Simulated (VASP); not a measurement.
## AlN: relaxation of cell and atoms with LDA

AlN:

```
Al N
1.0
     2.17114    2.17114    0.00000
    -2.17114    2.17114    0.00000
     0.00000    2.17114    2.17114
Al N
1 1
Direct
  0.00000 0.00000 0.00000
  0.25000 0.75000 0.50000
```

| Item | Value |
| --- | --- |
| Program | VASP 6.6.1 |
| Task | relaxation of cell and atoms |
| Functional | LDA |
| Potentials or basis | VASP PAW LDA potentials, release 64 (Al, N) |
| Cutoff | 600 eV |
| k mesh | 10 × 10 × 10 |
| Occupations | gaussian, width 0.01 eV |
| Spin | no spin polarisation |
| Target pressure | 7 GPa |
| Dipole correction | no |
| Further INCAR settings | ALGO = Normal; EDIFF = 1e-06; IBRION = 2; EDIFFG = -0.002; NSW = 100; ISIF = 3 |

```
Relaxed volume                                         : 9.95 Å³/atom
Relaxed cell                                           : a = 3.041 Å, b = 3.041 Å, c = 3.041 Å, α = 60.00°, β = 60.00°, γ = 90.00°
Space group after relaxing (to 0.05 Å)                 : F-43m (No. 216)
Energy change on relaxing (the enthalpy is what falls) : +6.7 meV/atom
Ionic steps                                            : 6
Pressure after relaxing                                : 7.0 GPa
Band gap on the k mesh                                 : 3.24 eV, indirect (least direct gap 4.65 eV)
```

The path:
```
step  energy change (eV)  largest force (eV/Å)  pressure (GPa)  volume (Å³)
   1              0.0000                0.0000            0.56        20.47
   2              0.0552                0.0000           14.97        19.27
   3              0.0132                0.0000            6.95        19.89
   4              0.0137                0.0000            7.10        19.88
   5              0.0130                0.0000            6.91        19.90
   6              0.0133                0.0000            7.00        19.89
```

Final structure:
```
CELL_PARAMETERS angstrom
2.15052 2.15052 0.00000
-2.15052 2.15052 0.00000
0.00000 2.15052 2.15052
ATOMIC_POSITIONS crystal
Al 0.00000 0.00000 0.00000
N 0.25000 0.75000 0.50000
```

Levels at points of the mesh, in eV from the valence-band top:
```tsv
k point	band 2	band 3	band 4	band 5	band 6	band 7
(0.00, 0.00, 0.00)	0.00	0.00	0.00	4.65	12.79	12.79
(0.50, 0.00, 0.00)	-6.11	-0.49	-0.49	7.69	10.08	11.25
(0.50, 0.50, 0.00)	-5.10	-1.84	-1.84	3.24	8.69	14.39
```

Run time: 27 s on 1 thread of Intel(R) Xeon(R) Platinum 8488C (Sapphire Rapids), with other jobs on the host, peak memory 0.14 GiB.

Caveat: the cell is relaxed towards a set pressure, so the enthalpy falls and the energy may rise. A k mesh can miss the band edges.
